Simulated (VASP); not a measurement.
# Os: single point with LDA

Os:

```xyz
3
Lattice="0.0000 1.9015 -1.9015 -1.9015 0.0000 1.9015 3.8030 3.8030 3.8030" Properties=species:S:1:pos:R:3 pbc="T T T"
Os    0.0000    0.0000    0.0000
Os    0.0000    1.9015    1.9015
Os    1.9015    3.8030    1.9015
```

This isn't the form of Os at room conditions, which is hcp.

```json
{
  "Program": "VASP 6.6.1",
  "Task": "single point",
  "Functional": "LDA",
  "Potentials or basis": "VASP PAW LDA potentials, release 64 (Os)",
  "Cutoff": "520 eV",
  "k mesh": "17 × 17 × 6",
  "Occupations": "fermi-dirac, width 0.08 eV",
  "Spin": "no spin polarisation"
}
```

```yaml
Pressure: 1.0 GPa
Band_gap_on_the_k_mesh: zero (bands 12 and 13 overlap by 3.99 eV)
```

Levels at points of the mesh, in eV from the Fermi level:
| k point | band 8 | band 9 | band 10 | band 11 | band 12 | band 13 | band 14 | band 15 | band 16 | band 17 |
| --- | --- | --- | --- | --- | --- | --- | --- | --- | --- | --- |
| (0.00, 0.00, 0.00) | -2.87 | -2.87 | -2.87 | -2.79 | -2.79 | 0.05 | 0.05 | 1.16 | 1.16 | 1.16 |
| (0.00, 0.00, 0.50) | -2.64 | -2.64 | -2.64 | -2.64 | -0.16 | -0.16 | -0.16 | -0.16 | -0.09 | 2.54 |

It took 2.6 min on 1 thread of Intel Xeon 8259CL, with other jobs on the host, peak memory 0.23 GiB.

Caveat: spin-orbit coupling is left out, which moves the levels of the heavy elements.
